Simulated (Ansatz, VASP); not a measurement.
One calculation of La2O3, two programs

```
La O
1.0
     6.26678    0.00000    0.00000
    -3.13339    5.42719    0.00000
     0.00000    0.00000    3.29977
La O
2 3
Cartesian
  3.1614 1.7854 1.6293
  0.0335 3.6272 1.6201
  3.1343 0.0190 0.0239
  -1.6541 2.8116 -0.0204
  1.5750 2.6500 0.0397
```

Change from the starting cell: atoms moved at random, drawn with an rms of 0.05 Å.

Alike in both runs: task single point; functional PBE; k mesh 5 × 5 × 8; occupations fermi-dirac, width 0.05 eV; no spin polarisation.

|  | VASP | Ansatz |
| --- | --- | --- |
| version | VASP 6.6.1 | Ansatz 0.2.0 |
| potentials or method | VASP PAW PBE potentials, release 64 (La, O), cutoff 520 eV | all-electron LAPW, scalar-relativistic |

Ansatz gave:

* gap on the k mesh at the Fermi level (eV): 1.56
* least direct gap on the mesh (eV): 2.08
* pressure (GPa): 2.2
* traceless stress, the component that is largest in VASP (GPa): 1.45
* rms of the force components (eV/Å): 0.333

Task: Which values does VASP return?

Result: gap on the k mesh at the Fermi level (eV): 1.58; least direct gap on the mesh (eV): 2.09; pressure (GPa): 2.0; traceless stress, the component that is largest in VASP (GPa): 1.47; rms of the force components (eV/Å): 0.334.

Atom by atom the forces differ by 0.001 eV/Å (rms over components). Ansatz ran all-electron here, and VASP with PAW potentials.

Neither program's run includes spin-orbit coupling.
